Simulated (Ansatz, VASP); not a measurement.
# Two plane-wave programs on ZrTa3Nb

```
Zr Ta Nb
1.0
     4.83520    0.00000    0.00000
     0.00000    4.83520    0.00000
     0.00000    0.00000    4.83520
Zr Ta Nb
1 3 1
Direct
  0.50000 0.50000 0.50000
  0.00000 0.50000 0.50000
  0.50000 0.00000 0.50000
  0.50000 0.50000 0.00000
  0.00000 0.00000 0.00000
```

Alike in both runs: functional PBE; k mesh 4 × 4 × 4; occupations gaussian, width 0.1 eV; no spin polarisation.

Ansatz relaxed the structure, and its values are those at the end. VASP's run is a single point on that final structure, the one shown.

|  | VASP | Ansatz |
| --- | --- | --- |
| version | VASP 6.6.1 | Ansatz 0.2.0 |
| potentials or method | VASP PAW PBE potentials, release 64 (Zr_sv, Ta_pv, Nb_sv), cutoff 520 eV | scalar-relativistic, plane waves, PAW |
| valence electrons in the cell | 58 | 64 |

```csv
,VASP,Ansatz,Ansatz less VASP
gap on the k mesh at the Fermi level (eV),none,none,-
pressure (GPa),0.4,0.1,-0.29
```

A gap of «none» marks a metal or a gap that the smearing closes. VASP's potentials hold 58 valence electrons a cell and Ansatz's 64, so a difference there can come from the potentials and not from the codes.

Spin-orbit coupling is off throughout.
